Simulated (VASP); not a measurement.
Crystal: HfO2.

```
Hf O
1.0
     5.01352    0.00000    0.00000
     0.00000    5.07984    0.00000
    -0.84113    0.00000    5.10743
Hf O
4 8
Direct
  0.27550 0.46030 0.70800
  0.72450 0.96030 0.79200
  0.72450 0.53970 0.29200
  0.27550 0.03970 0.20800
  0.07420 0.16840 0.84670
  0.92580 0.66840 0.65330
  0.92580 0.83160 0.15330
  0.07420 0.33160 0.34670
  0.44870 0.74190 0.98010
  0.55130 0.24190 0.51990
  0.55130 0.25810 0.01990
  0.44870 0.75810 0.48010
```

Base run:

* Program: VASP 6.6.1
* Functional: PBEsol
* Potentials or basis: VASP PAW PBE potentials, release 64 (Hf_pv, O)
* Cutoff: 520 eV
* k mesh: 5 × 5 × 5
* Occupations: fermi-dirac, width 0.05 eV
* Spin: no spin polarisation

Its results: band gap on the k mesh 4.27 eV (least direct gap 4.32 eV); pressure 12.2 GPa; largest force 0.619 eV/Å.

Question: The run is repeated on the same cell with these changes: functional from PBEsol to PBE exchange alone. What comes out?

Answer: Band gap on the k mesh 4.50 eV (least direct gap 4.54 eV); pressure 43.1 GPa; largest force 0.834 eV/Å.

Caveats: the cell stands under pressure; spin-orbit coupling is left out, which moves the levels of the heavy elements; an odd mesh through Γ misses points on the zone boundary, where band edges can lie; the PAW data sets were made with another functional, which shifts forces and pressure a little (at least some runs).
